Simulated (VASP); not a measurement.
A run of VASP 6.6.1:

File INCAR:

```
SYSTEM = Zr
PREC = Accurate
ENCUT = 520
EDIFF = 1E-6
ISMEAR = -1
SIGMA = 0.05
LREAL = .False.
LASPH = .True.
NELM = 80
ALGO = Normal
ISIF = 2
LWAVE = .False.
LCHARG = .True.
GGA = PE
LELF = .True.
LVHAR = .True.
NBANDS = 19
```

The input KPOINTS:

```
Automatic mesh
0
Gamma
  12 12 7
  0 0 0
```

POSCAR

```
Zr
1.0
    3.2309689837      0.0000000000      0.0000000000
   -1.6154844918      2.7981012187      0.0000000000
    0.0000000000      0.0000000000      5.1764389705
Zr
2
Direct
    0.3333333333      0.6666666667      0.2500000000
    0.6666666667      0.3333333333      0.7500000000
```

Potentials or basis: VASP PAW PBE potentials, release 64 (Zr_sv).

Command:

```sh
$ cat potpaw_PBE.64/Zr_sv/POTCAR > POTCAR
$ mpirun -np 1 vasp_std > vasp.out
```

Hardware: 1 thread of Intel(R) Xeon(R) Platinum 8488C (Sapphire Rapids), on a shared host.

Q: How long does it take, and how much memory?

A: It took 65 s on 1 thread of Intel(R) Xeon(R) Platinum 8488C (Sapphire Rapids), with other jobs on the host, peak memory 0.19 GiB. Counts: scf iterations 11, k points 76.
